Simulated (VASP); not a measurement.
Set up this calculation in VASP 6.6.1, as the native input.

* Task: single point
* Functional: PBE
* Dispersion: D3(BJ)
* Potentials or basis: VASP PAW PBE potentials, release 64 (Be, S)
* Cutoff: 520 eV
* k mesh: 5 × 5 × 5
* Occupations: gaussian, width 0.01 eV
* Spin: no spin polarisation
* Dipole correction: no
* Further INCAR settings: ALGO = Normal; EDIFF = 1e-06; NBANDS = 11

The structure of BeS lies in POSCAR:

```
BeS
1.0
    0.0000000000      2.4250000000      2.4250000000
    2.4250000000      0.0000000000      2.4250000000
    2.4250000000      2.4250000000      0.0000000000
Be S
1 1
Direct
    0.0000000000      0.0000000000      0.0000000000
    0.2500000000      0.2500000000      0.2500000000
```

The input as run:

INCAR

```
ALGO = Normal
EDIFF = 1E-6
ENCUT = 520
GGA = PE
ISIF = 2
ISMEAR = 0
IVDW = 12
LASPH = T
LCHARG = F
LREAL = F
LWAVE = F
NBANDS = 11
NELM = 80
PREC = Accurate
SIGMA = 0.01
```

KPOINTS

```
k-points
0
Gamma
  5 5 5
```

Potentials or basis: VASP PAW PBE potentials, release 64 (Be, S).

Launch:

```console
$ cat potpaw_PBE.64/Be/POTCAR potpaw_PBE.64/S/POTCAR > POTCAR
$ mpirun -np 1 vasp_std > vasp.out
```

Results of the run:

```yaml
Pressure: -1.9 GPa
Band_gap_on_the_k_mesh: 3.40 eV, indirect (least direct gap 5.67 eV)
Dispersion_energy_per_atom: -0.301 eV
```

Caveat: the k points lie up to 0.45 Å⁻¹ apart; three body term missing.

It took 6.7 s on 1 thread of Intel Xeon 8259CL, on a shared host, peak memory 0.15 GiB.
